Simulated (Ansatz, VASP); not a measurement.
## One calculation of ZnGe2, two programs

```
CELL_PARAMETERS angstrom
5.73790 0.00000 0.00000
0.00000 5.73790 0.00000
0.00000 0.00000 4.01827
ATOMIC_POSITIONS crystal
Zn 0.00000 0.00000 0.00000
Zn 0.50000 0.50000 0.50000
Ge 0.30471 0.30471 0.00000
Ge 0.19529 0.80471 0.50000
Ge 0.69529 0.69529 0.00000
Ge 0.80471 0.19529 0.50000
```

Alike in both runs: functional PBE; k mesh 4 × 4 × 6; occupations gaussian, width 0.1 eV; no spin polarisation.

Ansatz relaxed the structure, and its values are those at the end. VASP's run is a single point on that final structure, the one shown.

|  | VASP | Ansatz |
| --- | --- | --- |
| version | VASP 6.6.1 | Ansatz 0.2.0 |
| potentials or method | VASP PAW PBE potentials, release 64 (Zn, Ge_d), cutoff 520 eV | scalar-relativistic, plane waves, PAW |
| valence electrons in the cell | 80 | 80 |

Ansatz gave:

- gap on the k mesh at the Fermi level (eV): none
- pressure (GPa): 0.1

Task: What did VASP give for the same quantities?

Result: gap on the k mesh at the Fermi level (eV): none; pressure (GPa): 0.2.

A gap of «none» marks a metal or a gap that the smearing closes.
